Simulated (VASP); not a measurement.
# Ni (Pm-3n) in VASP: single point with BLYP

Aim: the single point of Ni with BLYP.

All numbers are computed with VASP 6.6.1; they aren't measurements. Logs are shortened: lines on timing, memory, paths and dates and some standing lists are left out, and cuts for length are marked.

## Step 1: The cell of the first run

It takes space group Pm-3n (No. 223, cubic). The conventional cell has a = 4.542 Å, b = 4.542 Å, c = 4.542 Å, α = 90.00°, β = 90.00°, γ = 90.00°. Within 3.4 Å of Ni (site symmetry m-3) lie 12 Ni at 2.54 Å. Ni (site symmetry -4m2) has 14 Ni at 2.27 to 2.78 Å within 3.0 Å.

## Step 2: Single point, BLYP, collinear spin, ferromagnetic start

Input file INCAR:

```
AGGAC    = 1.0          
AGGAX    = 1.0          
ALDAC    = 0.0          
ALDAX    = 1.0          
ALGO     = Normal         # electronic algorithm
EDIFF    = 1E-6           # SCF threshold, eV
ENCUT    = 520            # plane-wave cutoff, eV
GGA      = B5             # functional
ISIF     = 2              # what is computed and relaxed
ISMEAR   = -1             # smearing method
ISPIN    = 2              # spin polarisation
LASPH    = T              # aspherical terms in the spheres
LCHARG   = F              # write CHGCAR
LMAXMIX  = 4              # l up to which the mixer works
LORBIT   = 11             # projections on sites
LREAL    = F              # projectors in reciprocal space
LWAVE    = F              # write WAVECAR
MAGMOM   = 0.609 0.609 0.599 0.599 0.599 0.599 0.599 0.599 # initial moments
NBANDS   = 54             # bands
NELM     = 150            # most SCF steps
PREC     = Accurate       # precision mode
SIGMA    = 0.05           # smearing width, eV
```

Input file KPOINTS:

```
k-points
0
Gamma
  8 8 8
```

Input file POSCAR:

```
Ni
1.0
    4.5420070159      0.0000000000      0.0000000000
    0.0000000000      4.5420070159      0.0000000000
    0.0000000000      0.0000000000      4.5420070159
Ni
8
Direct
    1.0000000000      0.0000000000      1.0000000000
    0.5000000000      0.5000000000      0.5000000000
    0.2500000000      1.0000000000      0.5000000000
    0.7500000000      0.0000000000      0.5000000000
    0.5000000000      0.2500000000      1.0000000000
    0.5000000000      0.7500000000      1.0000000000
    0.0000000000      0.5000000000      0.2500000000
    0.0000000000      0.5000000000      0.7500000000
```

Potentials or basis: VASP PAW PBE potentials, release 64 (Ni).

Started as:

```
$ cat potpaw_PBE.64/Ni/POTCAR > POTCAR
$ mpirun -np 1 vasp_std > vasp.out
```

OUTCAR:

```text
EDIFF = 1E-6
   ENCUT = 520
   GGA = B5
   ISIF = 2
   ISMEAR = -1
   ISPIN = 2
   LASPH = T
   LORBIT = 11
   LREAL = F
   NELM = 150
   PREC = Accurate

 ion  position               nearest neighbor table
   1  0.000  0.000  0.000-   3 2.54   4 2.54   5 2.54   6 2.54   7 2.54   8 2.54   3 2.54   4 2.54
                             7 2.54   8 2.54   5 2.54   6 2.54
   2  0.500  0.500  0.500-   3 2.54   4 2.54   5 2.54   6 2.54   7 2.54   8 2.54   5 2.54   6 2.54
                             3 2.54   4 2.54   7 2.54   8 2.54
   3  0.250  0.000  0.500-   4 2.27   4 2.27   1 2.54   1 2.54   2 2.54   2 2.54   8 2.78   5 2.78
                             5 2.78   6 2.78   6 2.78   7 2.78   8 2.78   7 2.78
   4  0.750  0.000  0.500-   3 2.27   3 2.27   1 2.54   1 2.54   2 2.54   2 2.54   8 2.78   5 2.78
                             5 2.78   6 2.78   6 2.78   7 2.78   8 2.78   7 2.78
   5  0.500  0.250  0.000-   6 2.27   6 2.27   1 2.54   2 2.54   2 2.54   1 2.54   8 2.78   4 2.78
                             3 2.78   4 2.78   3 2.78   7 2.78   7 2.78   8 2.78
   6  0.500  0.750  0.000-   5 2.27   5 2.27   1 2.54   2 2.54   2 2.54   1 2.54   8 2.78   4 2.78
                             3 2.78   4 2.78   3 2.78   7 2.78   7 2.78   8 2.78
   7  0.000  0.500  0.250-   8 2.27   8 2.27   1 2.54   2 2.54   1 2.54   2 2.54   3 2.78   4 2.78
                             5 2.78   3 2.78   4 2.78   6 2.78   5 2.78   6 2.78
   8  0.000  0.500  0.750-   7 2.27   7 2.27   1 2.54   2 2.54   1 2.54   2 2.54   3 2.78   4 2.78
                             5 2.78   3 2.78   4 2.78   6 2.78   5 2.78   6 2.78

  LATTYP: Found a simple cubic cell.
 ALAT       =     4.5420070159

  Lattice vectors:

 A1 = (   4.5420070159,   0.0000000000,   0.0000000000)
 A2 = (   0.0000000000,   4.5420070159,   0.0000000000)
 A3 = (   0.0000000000,   0.0000000000,   4.5420070159)

Analysis of symmetry for initial positions (statically):
=====================================================================
 Subroutine PRICEL returns:
 Original cell was already a primitive cell.

 Routine SETGRP: Setting up the symmetry group for a
 simple cubic supercell.

 Subroutine GETGRP returns: Found 48 space group operations
 (whereof 24 operations were pure point group operations)
 out of a pool of 48 trial point group operations.

The static configuration has the point symmetry T_h .
 The point group associated with its full space group is O_h .

Analysis of symmetry for dynamics (positions and initial velocities):
=====================================================================
 Subroutine PRICEL returns:
 Original cell was already a primitive cell.

 Routine SETGRP: Setting up the symmetry group for a
 simple cubic supercell.

 Subroutine GETGRP returns: Found 48 space group operations
 (whereof 24 operations were pure point group operations)
 out of a pool of 48 trial point group operations.

The dynamic configuration has the point symmetry T_h .
 The point group associated with its full space group is O_h .

Analysis of structural, dynamic, and magnetic symmetry:
=====================================================================
 Subroutine PRICEL returns:
 Original cell was already a primitive cell.

 Routine SETGRP: Setting up the symmetry group for a
 simple cubic supercell.

 Subroutine GETGRP returns: Found 48 space group operations
 (whereof 24 operations were pure point group operations)
 out of a pool of 48 trial point group operations.

The overall configuration has the point symmetry T_h .
 The point group associated with its full space group is O_h .

 Subroutine INISYM returns: Found 48 space group operations
 (whereof 24 operations are pure point group operations),
 and found     1 'primitive' translations

----------------------------------------------------------------------------------------

                                     Primitive cell

  volume of cell :      93.7008

  direct lattice vectors                    reciprocal lattice vectors
     4.542007016  0.000000000  0.000000000     0.220166987  0.000000000  0.000000000
     0.000000000  4.542007016  0.000000000     0.000000000  0.220166987  0.000000000
     0.000000000  0.000000000  4.542007016     0.000000000  0.000000000  0.220166987

  length of vectors
     4.542007016  4.542007016  4.542007016     0.220166987  0.220166987  0.220166987
[... 82 lines left out ...]
   NGXF,Y,Z  is equivalent  to a cutoff of  26.35, 26.35, 26.35 a.u.
 SYSTEM =  unknown system
   PREC   = accura    normal or accurate (medium, high low for compatibility)
   ISTART =      0    job   : 0-new  1-cont  2-samecut
   ICHARG =      2    charge: 1-file 2-atom 10-const
   ISPIN  =      2    spin polarized calculation?
   LNONCOLLINEAR =      F non collinear calculations
   LSORBIT =      F    spin-orbit coupling
   LASPH  =      T    aspherical Exc in radial PAW
   ENCUT  =  520.0 eV  38.22 Ry    6.18 a.u.   8.45  8.45  8.45*2*pi/ulx,y,z
   NELM   =    150;   NELMIN=  2; NELMDL= -5     # of ELM steps
   EDIFF  = 0.1E-05   stopping-criterion for ELM
   LREAL  =      F    real-space projection
   EDIFFG = 0.1E-04   stopping-criterion for IOM
   NSW    =      0    number of steps for IOM
   IBRION =     -1    ionic relax: 0-MD 1-quasi-New 2-CG
   NFREE  =      0    steps in history (QN), initial steepest desc. (CG)
   ISIF   =      2    stress and relaxation
   ISYM   =      2    0-nonsym 1-usesym 2-fastsym
   POTIM  = 0.5000    time-step for ionic-motion
   TEBEG  =    0.0;   TEEND  =   0.0 temperature during run
   PSTRESS=    0.0 pullay stress
   NELECT =      80.0000    total number of electrons
   NUPDOWN=      -1.0000    fix difference up-down
   EMIN   =  10.00;   EMAX   =-10.00  energy-range for DOS
   EFERMI =   0.00;   METHOD = LEGACY
   ISMEAR =    -1;   SIGMA  =   0.05  broadening in eV -4-tet -1-fermi 0-gaus
   EFERMI_NEDOS =   21; number of points for ismear=-14 and -15
   IALGO  =     38    algorithm
   IMIX   =      4    mixing-type and parameters
     AMIX     =   0.40;   BMIX     =  1.00
     AMIX_MAG =   1.60;   BMIX_MAG =  1.00
  volume/ion in A,a.u.               =      11.71        79.04
  Fermi-wavevector in a.u.,A,eV,Ry     =   1.553068  2.934872 32.817510  2.412019
  Thomas-Fermi vector in A             =   2.657352
   LORBIT       =     11    0 simple, 1 ext, 2 COOP (PROOUT), +10 PAW based schemes
   GGA     = B5    functional components
   LHFCALC =     F    Hartree Fock is set to
   AEXX    =    0.0000 exact exchange contribution
   IVDW    =     0    specifies the selected vdW correction
   LEPSILON=     F    determine dielectric tensor
   LRPA    =     F    only Hartree local field effects (RPA)
 spin polarized calculation
  energy-cutoff  :      520.00
  volume of cell :       93.70
 maximum number of plane-waves:      2560
 NGX is ok and might be reduce to    36
   NGX = 17   NGY = 17   NGZ = 17

 number of electron      79.9999956 magnetization       4.6760723

 Free energy of the ion-electron system (eV)
  ---------------------------------------------------
  ext. energy  EPLUGINS =         0.00000000
  ---------------------------------------------------
  free energy    TOTEN  =       -35.95368908 eV

  energy without entropy =      -35.79405290  energy(sigma->0) =      -35.87387099

 E-fermi :   8.8041     XC(G=0): -12.2287

 val. band max:        8.8038308243   @ k =   0.3750   0.0000   0.0000
 cond. band min:       8.8045906346   @ k =   0.2500   0.2500   0.1250
 fundamental gap:      0.0007598103
 Fermi energy:         8.8041123801

 spin component 1

 k-point     1 :       0.0000    0.0000    0.0000
  band No.  band energies     occupation
      1       0.4551      1.00000
      2       4.3529      1.00000
      3       4.3529      1.00000
      4       4.9578      1.00000
      5       5.3266      1.00000
      6       5.3266      1.00000
[... 1309 lines left out ...]
     51      16.9253      0.00000
     52      17.6873      0.00000

 [... further k-points ...]

 spin component 2

 k-point     1 :       0.0000    0.0000    0.0000
  band No.  band energies     occupation
      1       0.4540      1.00000
      2       4.6994      1.00000
      3       4.6994      1.00000
      4       5.2493      1.00000
      5       5.8186      1.00000
      6       5.8186      1.00000
[... 1309 lines left out ...]
     51      17.1120      0.00000
     52      17.9056      0.00000

 [... further k-points ...]

 [bands above 52 left out]

------------------------ aborting loop because EDIFF is reached ----------------------------------------

  FORCE on cell =-STRESS in cart. coord.  units (eV):
  Direction    XX          YY          ZZ          XY          YZ          ZX
  --------------------------------------------------------------------------------------
  -------------------------------------------------------------------------------------
  Total        0.2028827      0.2028827      0.2028827      0.0000000     -0.0000000      0.0000000
  in kB        3.4690629      3.4690629      3.4690629      0.0000000     -0.0000000      0.0000000
  external PRESSURE =       3.4690629 kB  Pullay stress =       0.0000000 kB

 VOLUME and BASIS-vectors are now :
 -----------------------------------------------------------------------------
  energy-cutoff  :      520.00
  volume of cell :       93.70
      direct lattice vectors                 reciprocal lattice vectors
     4.542007016  0.000000000  0.000000000     0.220166987  0.000000000  0.000000000
     0.000000000  4.542007016  0.000000000     0.000000000  0.220166987  0.000000000
     0.000000000  0.000000000  4.542007016     0.000000000  0.000000000  0.220166987

 POSITION                                       TOTAL-FORCE (eV/Angst)
 -----------------------------------------------------------------------------------
      0.00000      0.00000      0.00000        -0.000000     -0.000000      0.000000
      2.27100      2.27100      2.27100        -0.000000     -0.000000      0.000000
      1.13550      0.00000      2.27100        -0.000000      0.000000     -0.000000
      3.40651      0.00000      2.27100         0.000000     -0.000000      0.000000
      2.27100      1.13550      0.00000        -0.000000     -0.000000     -0.000000
      2.27100      3.40651      0.00000        -0.000000      0.000000      0.000000
      0.00000      2.27100      1.13550         0.000000     -0.000000      0.000000
      0.00000      2.27100      3.40651         0.000000      0.000000      0.000000
 -----------------------------------------------------------------------------------
    total drift:                                0.000000      0.000000     -0.000000

  FREE ENERGIE OF THE ION-ELECTRON SYSTEM (eV)
  ---------------------------------------------------
  free  energy   TOTEN  =       -35.9536890816 eV

  energy  without entropy=      -35.7940528980  energy(sigma->0) =      -35.87387099

 total charge

# of ion       s       p       d       tot
------------------------------------------
    1        0.476   0.434   8.346   9.256
    2        0.476   0.434   8.346   9.256
    3        0.471   0.421   8.368   9.260
    4        0.471   0.421   8.368   9.260
    5        0.471   0.421   8.368   9.260
    6        0.471   0.421   8.368   9.260
    7        0.471   0.421   8.368   9.260
    8        0.471   0.421   8.368   9.260
--------------------------------------------------
tot          3.778   3.395  66.900  74.073

 magnetization (x)

# of ion       s       p       d       tot
------------------------------------------
    1       -0.006  -0.021   0.628   0.601
    2       -0.006  -0.021   0.628   0.601
    3       -0.003  -0.018   0.614   0.593
    4       -0.003  -0.018   0.614   0.593
    5       -0.003  -0.018   0.614   0.593
    6       -0.003  -0.018   0.614   0.593
    7       -0.003  -0.018   0.614   0.593
    8       -0.003  -0.018   0.614   0.593
--------------------------------------------------
tot         -0.030  -0.147   4.937   4.760
```

It took 13 min on 1 thread of Intel Xeon 8259CL, shared host; peak memory 0.39 GiB.

Results:

| Property | Result |
| --- | --- |
| Free energy | -35.9537 eV |
| Pressure | 0.3 GPa |
| Net moment | 4.68 μB per cell |
| Site moments | Ni +0.60, +0.59 (each value once) μB |
| Valence electrons inside the program's atomic spheres | Ni 9.26 |

Levels at points of the mesh, in eV from the Fermi level:
Spin up:
```tsv
k point	band 40	band 41	band 42	band 43	band 44	band 45
(0.00, 0.00, 0.00)	-0.49	-0.49	1.12	1.12	1.12	2.49
(0.50, 0.00, 0.00)	-0.49	-0.28	-0.28	1.99	1.99	2.38
(0.50, 0.50, 0.00)	-0.54	-0.47	-0.38	-0.38	-0.22	2.35
(0.50, 0.50, 0.50)	-0.74	0.22	0.22	0.22	0.22	0.22
```
Spin down:
```tsv
k point	band 34	band 35	band 36	band 37	band 38	band 39	band 40	band 41	band 42	band 43
(0.00, 0.00, 0.00)	-0.26	-0.26	0.02	0.02	0.02	0.18	0.18	0.18	1.59	1.59
(0.50, 0.00, 0.00)	-0.19	-0.17	-0.17	-0.15	-0.15	0.17	0.17	0.44	0.44	2.25
(0.50, 0.50, 0.00)	-0.36	-0.15	-0.15	-0.08	0.01	0.05	0.05	0.22	0.28	0.28
(0.50, 0.50, 0.50)	-0.14	-0.14	-0.14	-0.09	-0.09	-0.09	-0.09	0.72	0.72	0.72
```

Caveat: the PAW data sets were made with another functional, which shifts forces and pressure a little.
